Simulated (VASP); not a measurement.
Here is a VASP 6.6.1 calculation.

Contents of INCAR:

```
SYSTEM = KI
ALGO     = Normal         ! electronic algorithm
EDIFF    = 1E-7           ! SCF threshold, eV
ENCUT    = 520            ! plane-wave cutoff, eV
GGA      = PS             ! functional
ISIF     = 2              ! what is computed and relaxed
ISMEAR   = -1             ! smearing method
LASPH    = .TRUE.         ! aspherical terms in the spheres
LCHARG   = .FALSE.        ! write CHGCAR
LREAL    = .FALSE.        ! projectors in reciprocal space
LWAVE    = .FALSE.        ! write WAVECAR
NBANDS   = 15             ! bands
NELM     = 60             ! most SCF steps
PREC     = Accurate       ! precision mode
SIGMA    = 0.112          ! smearing width, eV
```

Contents of KPOINTS:

```
k-points
0
G
  4 4 4
  0 0 0
```

Contents of POSCAR:

```
KI
1.0
    0.0000000000      3.5445661619      3.5445661619
    3.5445661619      0.0000000000      3.5445661619
    3.5445661619      3.5445661619      0.0000000000
K I
1 1
Direct
   -0.0232049555     -0.0104118525      0.0197946651
    0.5569745097      0.5198940902      0.4912273944
```

Potentials or basis: VASP PAW PBE potentials, release 64 (K_sv, I).

Launch:

```bash
$ cat potpaw_PBE.64/K_sv/POTCAR potpaw_PBE.64/I/POTCAR > POTCAR
$ mpirun -np 1 vasp_std > vasp.out
```

**Question.** What does it give for the pressure?

**Answer.** 0.4 GPa.

**Question.** Predict the largest force.

**Answer.** 0.534 eV/Å.

Stress tensor (GPa, compression positive):
```
-0.49  0.00 -0.01
 0.00 -0.06 -0.26
-0.01 -0.26  1.73
```

Caveat: the atoms stand as in a frame of molecular dynamics; the PAW data sets were made with another functional, which shifts forces and pressure a little.
